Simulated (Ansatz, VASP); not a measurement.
One calculation of Ge, two programs

```
Ge
1.0
     3.97514    0.00000    0.00000
     0.00000    5.62170    0.00000
     0.00000    0.00000   19.97510
Ge
6
Direct
  0.75000 0.11876 0.40323
  0.25000 0.88124 0.40323
  0.25000 0.62301 0.50000
  0.75000 0.37699 0.50000
  0.75000 0.11876 0.59677
  0.25000 0.88124 0.59677
```

Alike in both runs: task single point; functional LDA; k mesh 8 × 6 × 1; occupations fermi-dirac, width 0.02 eV; no spin polarisation.

```csv
,VASP,Ansatz
version,VASP 6.6.1,Ansatz 0.2.0
potentials or method,"VASP PAW LDA potentials, release 64 (Ge_d)","PAW with Ansatz's default frozen-core files, scalar-relativistic"
plane-wave cutoff (eV),520,420
valence electrons in the cell,84,84
```

|  | VASP | Ansatz | Ansatz less VASP |
| --- | --- | --- | --- |
| rms of the force components (eV/Å) | 0.008 | 0.000 | -0.0077 |

LDA's correlation is that of Perdew and Zunger in VASP and of Perdew and Wang (1992) in Ansatz. Atom by atom the forces differ by 0.008 eV/Å (rms over components).
